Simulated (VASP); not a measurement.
# GaSb3 (Cmmm) in VASP: a series of runs, part 2 of 2

VASP 6.6.1.

## 4. Relaxation of cell and atoms, PBE

This run uses another cell than the first one, of 33.44 Å³/atom.

Input file INCAR:

```
SYSTEM = GaSb3
PREC = Accurate
ENCUT = 600
EDIFF = 1E-6
ISMEAR = 0
SIGMA = 0.1
LREAL = .FALSE.
LASPH = .TRUE.
NELM = 60
ALGO = Normal
ISIF = 3
LWAVE = .FALSE.
LCHARG = .FALSE.
GGA = PE
IBRION = 2
NSW = 90
EDIFFG = -0.04
```

Input file KPOINTS:

```
Automatic mesh
0
G
  4 4 4
  0 0 0
```

Input file POSCAR:

```
GaSb3
1.0
    3.1437581100     -3.2138162800      0.0000000000
    3.1437581100      3.2138162800      0.0000000000
    0.0000000000      0.0000000000      6.6203402600
Ga Sb
1 3
Direct
    0.5000000000      0.5000000000      0.0000000000
    0.7301653000      0.2698347000      0.5000000000
    0.2698347000      0.7301653000      0.5000000000
    0.0000000000      0.0000000000      0.0000000000
```

Potentials or basis: VASP PAW PBE potentials, release 64 (Ga_d, Sb).

The run is started by

```
$ cat potpaw_PBE.64/Ga_d/POTCAR potpaw_PBE.64/Sb/POTCAR > POTCAR
$ mpirun -np 1 vasp_std > vasp.out
```

OUTCAR:

```text
SYSTEM = GaSb3
   PREC = Accurate
   ENCUT = 600
   EDIFF = 1E-6
   ISMEAR = 0
   LREAL = .FALSE.
   LASPH = .TRUE.
   NELM = 60
   ISIF = 3
   GGA = PE
   IBRION = 2
   NSW = 90
   EDIFFG = -0.04

 ion  position               nearest neighbor table
   1  0.500  0.500  0.000-   4 3.14   4 3.14   4 3.21   4 3.21
   2  0.730  0.270  0.500-   3 2.96   3 3.15   3 3.15   3 3.47   4 3.74   4 3.74
   3  0.270  0.730  0.500-   2 2.96   2 3.15   2 3.15   2 3.47   4 3.74   4 3.74
   4  0.000  0.000  0.000-   1 3.14   1 3.14   1 3.21   1 3.21   3 3.74   2 3.74   3 3.74   2 3.74

  LATTYP: Found a base centered orthorhombic cell.
 ALAT       =     6.2875162200
 B/A-ratio  =     1.0222848475
 C/A-ratio  =     1.0529341044

  Lattice vectors:

 A1 = (   3.1437581100,  -3.2138162800,   0.0000000000)
 A2 = (   3.1437581100,   3.2138162800,   0.0000000000)
 A3 = (   0.0000000000,   0.0000000000,   6.6203402600)

Analysis of symmetry for initial positions (statically):
=====================================================================
 Subroutine PRICEL returns:
 Original cell was already a primitive cell.

 Routine SETGRP: Setting up the symmetry group for a
 base centered orthorhombic supercell.

 Subroutine GETGRP returns: Found  8 space group operations
 (whereof  8 operations were pure point group operations)
 out of a pool of  8 trial point group operations.

The static configuration has the point symmetry D_2h.

Analysis of symmetry for dynamics (positions and initial velocities):
=====================================================================
 Subroutine PRICEL returns:
 Original cell was already a primitive cell.

 Routine SETGRP: Setting up the symmetry group for a
 base centered orthorhombic supercell.

 Subroutine GETGRP returns: Found  8 space group operations
 (whereof  8 operations were pure point group operations)
 out of a pool of  8 trial point group operations.

The dynamic configuration has the point symmetry D_2h.

 Subroutine INISYM returns: Found  8 space group operations
 (whereof  8 operations are pure point group operations),
 and found     1 'primitive' translations

----------------------------------------------------------------------------------------

                                     Primitive cell

  volume of cell :     133.7767

  direct lattice vectors                    reciprocal lattice vectors
     3.143758110 -3.213816280  0.000000000     0.159045315 -0.155578277  0.000000000
     3.143758110  3.213816280  0.000000000     0.159045315  0.155578277  0.000000000
     0.000000000  0.000000000  6.620340260     0.000000000  0.000000000  0.151049638

  length of vectors
     4.495756904  4.495756904  6.620340260     0.222485983  0.222485983  0.151049638

  position of ions in fractional coordinates (direct lattice)
     0.500000000  0.500000000  0.000000000
     0.730165300  0.269834700  0.500000000
     0.269834700  0.730165300  0.500000000
     0.000000000  0.000000000  0.000000000

  ion indices of the primitive-cell ions
   primitive index   ion index
                 1           1
                 2           2
                 3           3
                 4           4

----------------------------------------------------------------------------------------

 KPOINTS: Automatic mesh

Automatic generation of k-mesh.
 Grid dimensions read from file:
 generate k-points for:    4    4    4

 Generating k-lattice:

  Cartesian coordinates                     Fractional coordinates (reciprocal lattice)
     0.039761329 -0.038894569  0.000000000     0.250000000  0.000000000  0.000000000
     0.039761329  0.038894569  0.000000000     0.000000000  0.250000000  0.000000000
     0.000000000  0.000000000  0.037762410     0.000000000  0.000000000  0.250000000

  Length of vectors
     0.055621496  0.055621496  0.037762410

  Shift w.r.t. Gamma in fractional coordinates (k-lattice)
     0.000000000  0.000000000  0.000000000

 Subroutine IBZKPT returns following result:
 ===========================================

 Found     21 irreducible k-points:

 Following reciprocal coordinates:
            Coordinates               Weight
  0.000000  0.000000  0.000000      1.000000
  0.250000  0.000000  0.000000      4.000000
  0.500000  0.000000  0.000000      2.000000
  0.250000  0.250000  0.000000      2.000000
  0.500000  0.250000  0.000000      4.000000
 -0.250000  0.250000  0.000000      2.000000
[... 13 lines left out ...]
 -0.250000  0.250000  0.500000      2.000000
  0.500000  0.500000  0.500000      1.000000
   k-points           NKPTS =     21   k-points in BZ     NKDIM =     21   number of bands    NBANDS=     18
   number of dos      NEDOS =    301   number of ions     NIONS =      4
   total plane-waves  NPLWV =  69984
   dimension x,y,z NGX =    36 NGY =   36 NGZ =   54
   dimension x,y,z NGXF=    72 NGYF=   72 NGZF=  108
   ions per type =               1   3
   NGX,Y,Z   is equivalent  to a cutoff of  13.31, 13.31, 13.56 a.u.
   NGXF,Y,Z  is equivalent  to a cutoff of  26.62, 26.62, 27.12 a.u.
 SYSTEM =  GaSb3
   PREC   = accura    normal or accurate (medium, high low for compatibility)
   ISTART =      0    job   : 0-new  1-cont  2-samecut
   ICHARG =      2    charge: 1-file 2-atom 10-const
   ISPIN  =      1    spin polarized calculation?
   LNONCOLLINEAR =      F non collinear calculations
   LSORBIT =      F    spin-orbit coupling
   LASPH  =      T    aspherical Exc in radial PAW
   ENCUT  =  600.0 eV  44.10 Ry    6.64 a.u.   8.98  8.98 13.22*2*pi/ulx,y,z
   NELM   =     60;   NELMIN=  2; NELMDL= -5     # of ELM steps
   EDIFF  = 0.1E-05   stopping-criterion for ELM
   LREAL  =      F    real-space projection
   EDIFFG = -.4E-01   stopping-criterion for IOM
   NSW    =     90    number of steps for IOM
   IBRION =      2    ionic relax: 0-MD 1-quasi-New 2-CG
   NFREE  =      1    steps in history (QN), initial steepest desc. (CG)
   ISIF   =      3    stress and relaxation
   ISYM   =      2    0-nonsym 1-usesym 2-fastsym
   POTIM  = 0.5000    time-step for ionic-motion
   TEBEG  =    0.0;   TEEND  =   0.0 temperature during run
   PSTRESS=    0.0 pullay stress
   NELECT =      28.0000    total number of electrons
   NUPDOWN=      -1.0000    fix difference up-down
   EMIN   =  10.00;   EMAX   =-10.00  energy-range for DOS
   EFERMI =   0.00;   METHOD = LEGACY
   ISMEAR =     0;   SIGMA  =   0.10  broadening in eV -4-tet -1-fermi 0-gaus
   EFERMI_NEDOS =   21; number of points for ismear=-14 and -15
   IALGO  =     38    algorithm
   IMIX   =      4    mixing-type and parameters
     AMIX     =   0.40;   BMIX     =  1.00
     AMIX_MAG =   1.60;   BMIX_MAG =  1.00
  volume/ion in A,a.u.               =      33.44       225.69
  Fermi-wavevector in a.u.,A,eV,Ry     =   0.972002  1.836818 12.854631  0.944789
  Thomas-Fermi vector in A             =   2.102266
   LORBIT       =      0    0 simple, 1 ext, 2 COOP (PROOUT), +10 PAW based schemes
   GGA     = PE    functional components
   LHFCALC =     F    Hartree Fock is set to
   AEXX    =    0.0000 exact exchange contribution
   IVDW    =     0    specifies the selected vdW correction
   LEPSILON=     F    determine dielectric tensor
   LRPA    =     F    only Hartree local field effects (RPA)
 conjugate gradient relaxation of ions
 non-spin polarized calculation
 Gauss-broadening in eV      SIGMA  =   0.10
  energy-cutoff  :      600.00
  volume of cell :      133.78
 maximum number of plane-waves:      4500
   NGX = 17   NGY = 17   NGZ = 27

--------------------------------------- Ionic step        1  -------------------------------------------

 number of electron      27.9999992 magnetization

 Free energy of the ion-electron system (eV)
  ---------------------------------------------------
  ext. energy  EPLUGINS =         0.00000000
  ---------------------------------------------------
  free energy    TOTEN  =       -14.15567914 eV

  energy without entropy =      -14.13717463  energy(sigma->0) =      -14.14642689

 E-fermi :   4.5790     XC(G=0):  -8.9971

 val. band max:        4.5571323712   @ k =   0.2500   0.0000   0.5000
 cond. band min:       4.5873007814   @ k =   0.2500   0.2500   0.0000
 fundamental gap:      0.0301684102
 Fermi energy:         4.5789940058
[... 985 lines left out ...]
      5      -7.4814      2.00000
      6      -1.9189      2.00000
[... 10 lines left out ...]
     17      10.6792      0.00000
     18      13.2923      0.00000

[... ionic steps 4 to 9 ...]

--------------------------------------- Ionic step       10  -------------------------------------------

 number of electron      27.9999998 magnetization

------------------------ aborting loop because EDIFF is reached ----------------------------------------
[... 71 lines left out ...]
--------------------------------------- Ionic step       12  -------------------------------------------

 number of electron      27.9999997 magnetization

 Free energy of the ion-electron system (eV)
  ---------------------------------------------------
  ext. energy  EPLUGINS =         0.00000000
  ---------------------------------------------------
  free energy    TOTEN  =       -14.91712012 eV

  energy without entropy =      -14.90407865  energy(sigma->0) =      -14.91059938

 E-fermi :   6.8811     XC(G=0):  -9.9569

 val. band max:        6.8612052358   @ k =   0.2500   0.0000   0.0000
 cond. band min:       6.8992217925   @ k =   0.5000   0.0000   0.5000
 fundamental gap:      0.0380165567
 Fermi energy:         6.8810728892
[... 470 lines left out ...]
  FREE ENERGIE OF THE ION-ELECTRON SYSTEM (eV)
  ---------------------------------------------------
  free  energy   TOTEN  =       -14.9171201167 eV

  energy  without entropy=      -14.9040786516  energy(sigma->0) =      -14.91059938

 reached required accuracy - stopping structural energy minimisation
```

OSZICAR:

```text
N       E                     dE             d eps       ncg     rms          rms(c)
DAV:   1     0.160113499513E+03    0.16011E+03   -0.12303E+04   756   0.164E+03
DAV:   2    -0.448188263578E+00   -0.16056E+03   -0.15715E+03   866   0.330E+02
DAV:   3    -0.136347355212E+02   -0.13187E+02   -0.12733E+02   944   0.874E+01
[... 98 lines left out ...]
DAV:   1    -0.149209459794E+02   -0.41414E-02   -0.11175E-01   806   0.247E+00    0.348E-01
DAV:   2    -0.149184702081E+02    0.24758E-02   -0.42508E-03   806   0.696E-01    0.207E-01
DAV:   3    -0.149171119438E+02    0.13583E-02   -0.21601E-03   996   0.361E-01    0.188E-02
DAV:   4    -0.149171208744E+02   -0.89306E-05   -0.14659E-04   802   0.106E-01    0.104E-02
DAV:   5    -0.149171201167E+02    0.75779E-06   -0.64006E-06   952   0.254E-02
  12 F= -.14917120E+02 E0= -.14910599E+02  d E =-.315453E-03
```

Wall time 2.8 min (1 thread of Intel Xeon 6975P-C (Granite Rapids), shared host); peak memory 0.3 GiB.

Results:

| Property | Result |
| --- | --- |
| Free energy | -14.9171 eV |
| Relaxed volume | 26.89 Å³/atom |
| Relaxed cell | a = 4.403 Å, b = 4.403 Å, c = 5.548 Å, α = 90.00°, β = 90.00°, γ = 91.29° |
| Space group after relaxing (to 0.1 Å) | Cmmm (No. 65) |
| Energy gained by relaxing | 190.4 meV/atom |
| Ionic steps | 12 |
| Pressure after relaxing | 0.0 GPa |
| Largest force after relaxing | 0.032 eV/Å |
| Band gap on the k mesh | zero (bands 14 and 15 overlap by 3.25 eV) |

Forces on the atoms (eV/Å):
```
Ga   0.000  0.000  0.000
Sb   0.000  0.032  0.000
Sb   0.000 -0.032  0.000
Sb   0.000  0.000  0.000
```

The path:
| step | energy change (eV) | largest force (eV/Å) | pressure (GPa) | volume (Å³) |
| --- | --- | --- | --- | --- |
| 1 | 0.0000 | 0.2995 | -5.78 | 133.78 |
| 2 | -0.5573 | 0.7606 | -0.18 | 111.69 |
| 3 | -0.5587 | 0.8174 | 0.17 | 110.88 |
| 4 | -0.7127 | 0.3439 | 0.96 | 106.76 |
| 5 | -0.7333 | 0.2328 | 1.77 | 104.43 |
| 6 | -0.7526 | 0.0620 | -0.79 | 109.13 |
| 7 | -0.7555 | 0.1008 | -0.17 | 107.84 |
| 8 | -0.7580 | 0.0630 | -0.11 | 107.71 |
| 9 | -0.7598 | 0.0119 | 0.01 | 107.48 |
| 10 | -0.7611 | 0.0461 | 0.03 | 107.42 |
| 11 | -0.7611 | 0.0448 | 0.04 | 107.42 |
| 12 | -0.7614 | 0.0316 | 0.00 | 107.54 |

Final structure:
```
Ga Sb
1.0
     3.07843   -3.14836    0.00000
     3.07843    3.14836    0.00000
     0.00000    0.00000    5.54800
Ga Sb
1 3
Direct
  0.50000 0.50000 0.00000
  0.74209 0.25791 0.50000
  0.25791 0.74209 0.50000
  0.00000 0.00000 0.00000
```

Levels at points of the mesh, in eV from the Fermi level:
```tsv
k point	band 12	band 13	band 14	band 15	band 16	band 17
(0.00, 0.00, 0.00)	-1.53	-0.96	-0.47	0.64	1.37	2.98
(0.50, 0.00, 0.00)	-1.68	-1.01	-0.85	-0.60	1.88	2.43
(0.50, 0.50, 0.00)	-3.07	-2.63	-2.02	-1.46	-0.59	2.82
(0.00, 0.00, 0.50)	-2.65	-1.34	-0.26	0.14	2.56	3.20
(0.50, 0.00, 0.50)	-0.80	-0.32	-0.16	0.02	1.04	1.89
(0.50, 0.50, 0.50)	-4.69	-3.45	1.79	1.99	2.37	3.80
```

Caveat: the volume moved by over 15 % at a fixed basis, so the end points are rough; spin-orbit coupling is left out, which moves the levels of the heavy elements.

## 5. Single point, PBE

This run uses another cell than the first one, of 27.02 Å³/atom.

Input file INCAR:

```
PREC     = Accurate       # precision mode
ENCUT    = 520            # plane-wave cutoff, eV
EDIFF    = 1E-6           # SCF threshold, eV
ISMEAR   = 0              # smearing method
SIGMA    = 0.1            # smearing width, eV
LREAL    = False          # projectors in reciprocal space
LASPH    = True           # aspherical terms in the spheres
NELM     = 100            # most SCF steps
ALGO     = Normal         # electronic algorithm
ISIF     = 2              # what is computed and relaxed
LWAVE    = False          # write WAVECAR
LCHARG   = False          # write CHGCAR
GGA      = PE             # functional
NBANDS   = 22             # bands
```

Input file KPOINTS:

```
regular mesh
0
Gamma
  10 10 8
```

Input file POSCAR:

```
GaSb3
1.0
    3.0217418035     -3.1684533055      0.0000000000
    3.0217418035      3.1684533055      0.0000000000
    0.0000000000      0.0000000000      5.6444208434
Ga Sb
1 3
Direct
    0.5000000000      0.5000000000      0.0000000000
    0.7504440067      0.2495559933      0.5000000000
    0.2495559933      0.7504440067      0.5000000000
    0.0000000000      0.0000000000      0.0000000000
```

The run is started by

```
$ cat potpaw_PBE.64/Ga_d/POTCAR potpaw_PBE.64/Sb/POTCAR > POTCAR
$ mpirun -np 1 vasp_std > vasp.out
```

It took 1.7 min on 1 thread of Intel Xeon 6975P-C (Granite Rapids), shared host; peak memory 0.47 GiB.

It converged, with:

| Property | Result |
| --- | --- |
| Free energy | -14.8770 eV |
| Pressure | 0.0 GPa |
| Band gap on the k mesh | zero (bands 14 and 15 overlap by 3.35 eV) |

Levels at points of the mesh, in eV from the Fermi level:
| k point | band 12 | band 13 | band 14 | band 15 | band 16 | band 17 |
| --- | --- | --- | --- | --- | --- | --- |
| (0.00, 0.00, 0.00) | -1.72 | -0.99 | -0.48 | 0.70 | 1.52 | 2.76 |
| (0.50, 0.00, 0.00) | -1.51 | -1.14 | -0.89 | -0.36 | 1.71 | 2.43 |
| (0.50, 0.50, 0.00) | -3.12 | -2.83 | -2.31 | -1.61 | -0.56 | 2.73 |
| (0.00, 0.00, 0.50) | -2.48 | -1.56 | -0.67 | -0.20 | 2.55 | 3.15 |
| (0.50, 0.00, 0.50) | -0.94 | -0.46 | -0.01 | 0.09 | 1.16 | 1.44 |
| (0.50, 0.50, 0.50) | -4.72 | -3.59 | 1.49 | 1.78 | 1.98 | 3.63 |

Caveat: spin-orbit coupling is left out, which moves the levels of the heavy elements.

## 6. Single point, PBE

This run uses another cell than the first one, of 27.02 Å³/atom.

Input file INCAR:

```
SYSTEM = GaSb3
  ALGO = Normal
  EDIFF = 1E-6
  ENCUT = 520
  GGA = PE
  ISIF = 2
  ISMEAR = 0
  LASPH = .TRUE.
  LCHARG = .FALSE.
  LREAL = .FALSE.
  LWAVE = .FALSE.
  NBANDS = 22
  NELM = 80
  PREC = Accurate
  SIGMA = 0.1
```

Input file KPOINTS:

```
k-points
0
G
  10 10 8
  0 0 0
```

POSCAR is that of step 5.

Potentials or basis: VASP PAW PBE potentials, release 64 (Ga_d, Sb).

The run is started by

```
$ cat potpaw_PBE.64/Ga_d/POTCAR potpaw_PBE.64/Sb/POTCAR > POTCAR
$ mpirun -np 1 vasp_std > vasp.out
```

Wall time 93 s (1 thread of Intel Xeon 6975P-C (Granite Rapids), shared host); peak memory 0.47 GiB.

Results (log left out):

* Free energy: -14.8770 eV
* Pressure: 0.0 GPa
* Band gap on the k mesh: zero (bands 14 and 15 overlap by 3.35 eV)

Levels at points of the mesh, in eV from the Fermi level:
```
           k point  band 10  band 11  band 12  band 13  band 14  band 15  band 16  band 17  band 18  band 19
(0.00, 0.00, 0.00)    -4.48    -3.12    -1.72    -0.99    -0.48     0.70     1.52     2.76     3.82     4.26
(0.50, 0.00, 0.00)    -3.75    -2.77    -1.51    -1.14    -0.89    -0.36     1.71     2.43     2.80     3.20
(0.50, 0.50, 0.00)    -4.99    -3.22    -3.12    -2.83    -2.31    -1.61    -0.56     2.73     4.93     6.63
(0.00, 0.00, 0.50)    -3.33    -3.05    -2.48    -1.56    -0.67    -0.20     2.55     3.15     3.28     3.92
(0.50, 0.00, 0.50)    -1.61    -1.02    -0.94    -0.46    -0.01     0.09     1.16     1.44     1.78     1.99
(0.50, 0.50, 0.50)    -5.50    -4.93    -4.72    -3.59     1.49     1.78     1.98     3.63     5.51     6.05
```

Caveat: spin-orbit coupling is left out, which moves the levels of the heavy elements.

## 7. Summary

| task | cell | k mesh | cutoff (eV) | gap on the mesh (eV) | pressure (GPa) | largest force (eV/Å) |
| --- | --- | --- | --- | --- | --- | --- |
| single point | a = 4.368, b = 4.368, c = 5.633 Å, angles 90.0, 90.0, 91.3°, 4 atoms, atomic positions A | 4 × 4 × 4 | 520 | none | 0.0 | - |
| single point | a = 4.496, b = 4.496, c = 6.620 Å, angles 90.0, 90.0, 91.3°, 4 atoms, atomic positions B | 4 × 4 × 4 | 520 | none | -5.8 | 0.30 |
| relaxation of cell and atoms | relaxed from a = 4.496, b = 4.496, c = 6.620 Å, angles 90.0, 90.0, 91.3°, 4 atoms, atomic positions B | 4 × 4 × 4 | 600 | none | 0.0 | 0.03 |
| single point | a = 4.378, b = 4.378, c = 5.644 Å, angles 90.0, 90.0, 92.7°, 4 atoms, atomic positions C | 10 × 10 × 8 | 520 | none | 0.0 | - |

Alike in all rows: level PBE; potentials or basis VASP PAW PBE potentials, release 64 (Ga_d, Sb); no spin polarisation; smearing gaussian 0.1 eV.

Caveats: spin-orbit coupling is left out, which moves the levels of the heavy elements; the cell stands under tension (at least some runs); the volume moved by over 15 % at a fixed basis, so the end points are rough (at least some runs).

Absolute energies hang on the potentials; compare differences alone.
